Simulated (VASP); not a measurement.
TaN:

```
CELL_PARAMETERS angstrom
2.93800 0.00000 0.00000
-1.46900 2.54438 0.00000
0.00000 0.00000 2.88300
ATOMIC_POSITIONS crystal
Ta 0.33333 0.66667 0.50000
N 0.00000 0.00000 0.00000
```

Base run:

- Program: VASP 6.6.1
- Functional: BLYP
- Potentials or basis: VASP PAW PBE potentials, release 64 (Ta_pv, N)
- Cutoff: 520 eV
- k mesh: 13 × 13 × 12
- Occupations: gaussian, width 0.1 eV
- Spin: no spin polarisation

Its results: band gap on the k mesh zero (bands 8 and 9 overlap by 0.32 eV); pressure 18.0 GPa.

Problem. The run is repeated on the same cell with these changes: functional from BLYP to PBEsol. What comes out?

Solution. Band gap on the k mesh zero (bands 8 and 9 overlap by 0.31 eV); pressure -4.1 GPa.

PBEsol binds more tightly than BLYP, so the same cell stands under less pressure.

Caveats: the PAW data sets were made with another functional, which shifts forces and pressure a little; spin-orbit coupling is left out, which moves the levels of the heavy elements; the cell stands under pressure (at least some runs); the cell stands under tension (at least some runs).
